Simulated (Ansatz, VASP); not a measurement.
# SnSe2 in VASP and in Ansatz

```xyz
6
Lattice="6.5771 0.0000 0.0000 0.0000 6.5771 0.0000 0.0000 0.0000 4.0189" Properties=species:S:1:pos:R:3 pbc="T T T"
Sn    3.2886    3.2886    2.0095
Sn    0.0000    0.0000    0.0000
Se    1.2690    5.3082    2.0095
Se    5.3082    1.2690    2.0095
Se    2.0196    2.0196    0.0000
Se    4.5575    4.5575    0.0000
```

Alike in both runs: task relaxation of cell and atoms; functional PBE; k mesh 6 × 6 × 10; occupations gaussian, width 0.1 eV; no spin polarisation.

|  | VASP | Ansatz |
| --- | --- | --- |
| version | VASP 6.6.1 | Ansatz 0.2.0 |
| potentials or method | VASP PAW PBE potentials, release 64 (Sn_d, Se), cutoff 600 eV | scalar-relativistic, plane waves, PAW |
| valence electrons in the cell | 52 | 92 |

```csv
,VASP,Ansatz,Ansatz less VASP
"gap on the k mesh at the Fermi level, each at its own relaxed structure (eV)",none,none,-
relaxed volume (Å³/atom),28.98,28.98,0.000
relaxed cell length with the largest relative difference (Å),6.577,6.577,0.0000
```

A gap of «none» marks a metal or a gap that the smearing closes. VASP's potentials hold 52 valence electrons a cell and Ansatz's 92, so a difference there can come from the potentials and not from the codes.

Noted on VASP's run: the relaxation stopped at its first step, so nothing moved.
